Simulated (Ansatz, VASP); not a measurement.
One calculation of CuAu, two programs

File INCAR:

```
ALGO     = Normal         # electronic algorithm
EDIFF    = 1E-6           # SCF threshold, eV
ENCUT    = 520            # plane-wave cutoff, eV
GGA      = PS             # functional
GGA_COMPAT= F            
ISIF     = 2              # what is computed and relaxed
ISMEAR   = -1             # smearing method
LASPH    = T              # aspherical terms in the spheres
LCHARG   = F              # write CHGCAR
LMAXMIX  = 4              # l up to which the mixer works
LNONCOLLINEAR= T              # non-collinear magnetism
LORBIT   = 11             # projections on sites
LORBMOM  = T            
LREAL    = F              # projectors in reciprocal space
LSORBIT  = T              # spin-orbit coupling
LWAVE    = F              # write WAVECAR
MAGMOM   = 0 0 0 0 0 0    # initial moments
NBANDS   = 34             # bands
NELM     = 150            # most SCF steps
PREC     = Accurate       # precision mode
SIGMA    = 0.05           # smearing width, eV
```

KPOINTS

```
k-points
0
Gamma
  8 8 8
```

File POSCAR:

```
CuAu
1.0
    1.4430568479      0.8331492596      4.2561707609
   -1.4430568479      0.8331492596      4.2561707609
    0.0000000000     -1.6662985192      4.2561707609
Au Cu
1 1
Direct
    0.0000000000      0.0000000000      0.0000000000
    0.5000000000      0.5000000000      0.5000000000
```

input.yaml

```yaml
crystal:
  lattice:
    - [1.4430568479, 0.8331492596, 4.2561707609]
    - [-1.4430568479, 0.8331492596, 4.2561707609]
    - [0.0, -1.6662985192, 4.2561707609]
  atoms:
    - { symbol: Au, position: [0.0, 0.0, 0.0] }
    - { symbol: Cu, position: [0.5, 0.5, 0.5] }
kpoints:
  mp_grid: { grid: [8, 8, 8] }
  band_path:
    path:
      - [0.0, 0.0, 0.0]
      - [0.5, 0.0, 0.0]
      - [0.5, 0.1922122767, -0.1922122767]
    npoints: 8
scf:
  occupations: { method: fermi_dirac, width: 0.05 }
hamiltonian:
  xc: pbesol
  pseudopotentials: { kind: all_electron, lapw: { basis_error: 0.001 } }
magnetization:
  noncollinear: true
  spin_orbit: true
output:
  forces: true
  stress: true
  eigenvalues: true
```

Alike in both runs: functional PBEsol; k mesh 8 × 8 × 8; occupations fermi-dirac, width 0.05 eV; non-collinear spin, spin-orbit coupling.

```csv
,VASP,Ansatz
version,VASP 6.6.1,Ansatz 0.2.0
potentials or method,"VASP PAW PBE potentials, release 64 (Au, Cu), cutoff 520 eV","all-electron LAPW, relativistic spinors"
task,single point,band structure
```

Ansatz gave:

* pressure (GPa): -8.8
* traceless stress, the component that is largest in VASP (GPa): -1.00
* net moment per atom (μB): 0.00

Q: What did VASP give for the same quantities?

A: Pressure (GPa): -8.6; traceless stress, the component that is largest in VASP (GPa): -0.93; net moment per atom (μB): 0.00.

VASP's potentials were made for PBE, not for PBEsol. Ansatz ran all-electron here, and VASP with PAW potentials.

Noted on Ansatz's run: the k mesh is thin for a metal, which can move the energy by tens of meV per atom.
